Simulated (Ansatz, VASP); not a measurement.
# Two plane-wave programs on Ni

```
Ni
1.0
     0.00000    1.73807    1.73807
     1.73807    0.00000    1.73807
     1.73807    1.73807    0.00000
Ni
1
Direct
  0.00000 0.00000 0.00000
```

Alike in both runs: task single point; functional r2SCAN; k mesh 15 × 15 × 15; collinear spin.

```csv
,VASP,Ansatz
version,VASP 6.6.1,Ansatz 0.2.0
potentials or method,"VASP PAW PBE potentials, release 64 (Ni), cutoff 520 eV","plane waves (500 eV) with PAW, scalar-relativistic"
occupations,"methfessel-paxton of order 1, width 0.1 eV","cold, width 0.1 eV"
valence electrons in the cell,10,18
```

Ansatz gave:

| Item | Value |
| --- | --- |
| pressure (GPa) | -0.1 |
| net moment per atom (μB) | 0.71 |
| size of the moment on the site where the two differ most (μB) | 0.78 |

Q: Which values does VASP return?

A: Pressure (GPa): 0.2; net moment per atom (μB): 0.69; size of the moment on the site where the two differ most (μB): 0.71.

VASP's potentials were made for PBE, not for r2SCAN. Site moments also hang on the region over which each program counts them. VASP's potentials hold 10 valence electrons a cell and Ansatz's 18, so a difference there can come from the potentials and not from the codes. Ansatz's warnings: stability check not made.
